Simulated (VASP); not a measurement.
A run of VASP 6.6.1:

File INCAR:

```
PREC = Accurate
ENCUT = 520
EDIFF = 1E-6
ISMEAR = -1
SIGMA = 0.05
LREAL = F
LASPH = T
NELM = 60
ALGO = Normal
ISIF = 2
LWAVE = F
LCHARG = T
LELF = T
LVHAR = T
NBANDS = 21
```

KPOINTS

```
regular mesh
0
Gamma
  8 8 8
```

Contents of POSCAR:

```
Pb
1.0
    0.0000000000      3.4953871275      3.4953871275
    3.4953871275      0.0000000000      3.4953871275
    3.4953871275      3.4953871275      0.0000000000
Pb
2
Direct
    0.0000000000      0.0000000000      0.0000000000
    0.2500000000      0.2500000000      0.2500000000
```

Potentials or basis: VASP PAW LDA potentials, release 64 (Pb_d).

Command:

```sh
$ cat potpaw_LDA.64/Pb_d/POTCAR > POTCAR
$ mpirun -np 1 vasp_std > vasp.out
```

Hardware: 1 thread of AMD EPYC 9R45 96-Core Processor (Zen 5) (shared host).

**Question.** Estimate the wall time of this run.

**Answer.** It took 29 s on 1 thread of AMD EPYC 9R45 96-Core Processor (Zen 5) (shared host), peak memory 0.18 GiB. Counts: scf iterations 11, k points 29.
